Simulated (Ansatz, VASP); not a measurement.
# ZnSe: VASP beside Ansatz

File INCAR:

```
PREC = Accurate
ENCUT = 500
EDIFF = 1E-6
ISMEAR = 0
SIGMA = 0.01
LREAL = False
LASPH = True
NELM = 120
ALGO = Normal
ISIF = 2
LWAVE = False
LCHARG = True
GGA = PE
LELF = True
LVHAR = True
NBANDS = 16
GGA_COMPAT = False
```

The input KPOINTS:

```
Automatic mesh
0
Gamma
  5 5 5
```

File POSCAR:

```
ZnSe
1.0
    0.0000000000      2.8324206805      2.8324206805
    2.8324206805      0.0000000000      2.8324206805
    2.8324206805      2.8324206805      0.0000000000
Zn Se
1 1
Direct
    0.0000000000      0.0000000000      0.0000000000
    0.2500000000      0.2500000000      0.2500000000
```

Input for Ansatz:

```yaml
crystal:
  lattice:
    - [0.0, 2.8324206805, 2.8324206805]
    - [2.8324206805, 0.0, 2.8324206805]
    - [2.8324206805, 2.8324206805, 0.0]
  atoms:
    - { symbol: Zn, position: [0.0, 0.0, 0.0] }
    - { symbol: Se, position: [0.25, 0.25, 0.25] }
kpoints:
  mp_grid: { grid: [5, 5, 5] }
hamiltonian:
  xc: pbe
scf:
  occupations: { method: fixed }
  n_extra_bands: 4
output:
  forces: true
  stress: true
  eigenvalues: true
```

Alike in both runs: task single point; functional PBE; k mesh 5 × 5 × 5; no spin polarisation.

|  | VASP | Ansatz |
| --- | --- | --- |
| version | VASP 6.6.1 | Ansatz 0.2.0 |
| potentials or method | VASP PAW PBE potentials, release 64 (Zn, Se) | plane waves |
| plane-wave cutoff (eV) | 500 | 420 |
| occupations | gaussian, width 0.01 eV | fixed |
| valence electrons in the cell | 18 | 28 |

VASP gave:

* gap on the k mesh at the Fermi level (eV): 1.29
* pressure (GPa): 2.5

Task: What did Ansatz give for the same quantities?

Result: gap on the k mesh at the Fermi level (eV): 1.29; pressure (GPa): 2.3.

VASP's potentials hold 18 valence electrons a cell and Ansatz's 28, so a difference there can come from the potentials and not from the codes.
